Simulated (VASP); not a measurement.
CdSe: single point with r2SCAN

CdSe:

```
Cd Se
1.0
     4.38338    0.00000    0.00000
    -2.19169    3.79612    0.00000
     0.00000    0.00000    7.15355
Cd Se
2 2
Cartesian
  0.0000 2.5307 0.0328
  2.1917 1.2654 3.6095
  0.0000 2.5307 2.7213
  2.1917 1.2654 6.2981
```

```json
{
 "Program": "VASP 6.6.1",
 "Task": "single point",
 "Functional": "r2SCAN",
 "Potentials or basis": "VASP PAW PBE potentials, release 64 (Cd, Se)",
 "Cutoff": "520 eV",
 "k mesh": "12 × 12 × 6",
 "Occupations": "gaussian, width 0.02 eV",
 "Spin": "no spin polarisation"
}
```

```yaml
Pressure: -1.2 GPa
Band_gap_on_the_k_mesh: 1.02 eV
```

Levels at points of the mesh, in eV from the valence-band top:
| k point | band 16 | band 17 | band 18 | band 19 | band 20 | band 21 |
| --- | --- | --- | --- | --- | --- | --- |
| (0.00, 0.00, 0.00) | -0.04 | 0.00 | 0.00 | 1.02 | 2.60 | 6.37 |
| (0.50, 0.00, 0.00) | -1.70 | -1.21 | -0.69 | 3.55 | 3.70 | 5.10 |
| (0.00, 0.00, 0.50) | -0.36 | -0.36 | -0.36 | 2.71 | 2.71 | 6.21 |
| (0.50, 0.00, 0.50) | -1.25 | -1.23 | -1.23 | 3.30 | 3.30 | 5.25 |

Wall time 6.5 min on 1 thread of Intel(R) Xeon(R) 6975P-C (Granite Rapids) (shared host), peak memory 0.42 GiB.

Caveat: the PAW data sets were made with another functional, which shifts forces and pressure a little. r2SCAN opens gaps a little over a GGA but as a rule still falls short of measured ones.
